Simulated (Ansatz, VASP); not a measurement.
# Ti3Al: VASP beside Ansatz

```
Ti Al
1.0
     2.92976    0.00000    0.00000
    -1.46488    2.53725    0.00000
     0.00000    0.00000    9.23161
Ti Al
3 1
Cartesian
  1.4649 0.8457 0.0000
  0.0000 1.6915 6.9280
  0.0000 1.6915 2.3037
  1.4649 0.8457 4.6158
```

Alike in both runs: functional PBE; k mesh 18 × 18 × 6; occupations gaussian, width 0.1 eV; no spin polarisation.

Ansatz relaxed the structure, and its values are those at the end. VASP's run is a single point on that final structure, the one shown.

|  | VASP | Ansatz |
| --- | --- | --- |
| version | VASP 6.6.1 | Ansatz 0.2.0 |
| potentials or method | VASP PAW PBE potentials, release 64 (Ti_sv, Al), cutoff 520 eV | scalar-relativistic, plane waves, PAW |
| valence electrons in the cell | 39 | 39 |

Ansatz gave:

- gap on the k mesh at the Fermi level (eV): none
- pressure (GPa): 0.0

Problem. What did VASP give for the same quantities?

Solution. gap on the k mesh at the Fermi level (eV): none; pressure (GPa): -0.2.

A gap of «none» marks a metal or a gap that the smearing closes.
